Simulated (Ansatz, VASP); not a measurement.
# One calculation of ZnS, two programs

```
CELL_PARAMETERS angstrom
0.00000 2.23001 2.23001
2.23001 0.00000 2.23001
2.23001 2.23001 0.00000
ATOMIC_POSITIONS crystal
Zn 0.00000 0.00000 0.00000
S 0.25000 0.25000 0.25000
```

Alike in both runs: task single point; functional PBE; k mesh 14 × 14 × 14; occupations fermi-dirac, width 0.08 eV; no spin polarisation.

|  | VASP | Ansatz |
| --- | --- | --- |
| version | VASP 6.6.1 | Ansatz 0.2.0 |
| potentials or method | VASP PAW PBE potentials, release 64 (Zn, S) | PAW with other files of Ansatz's library (level accurate), scalar-relativistic |
| plane-wave cutoff (eV) | 520 | 800 |
| valence electrons in the cell | 18 | 26 |

|  | VASP | Ansatz | Ansatz less VASP |
| --- | --- | --- | --- |
| pressure (GPa) | 156.5 | 155.7 | -0.82 |

Both programs put the cell under a high pressure, so it lies far from rest at this level. VASP's potentials hold 18 valence electrons a cell and Ansatz's 26, so a difference there can come from the potentials and not from the codes.

Noted on VASP's run: the cell as given lies far from equilibrium.
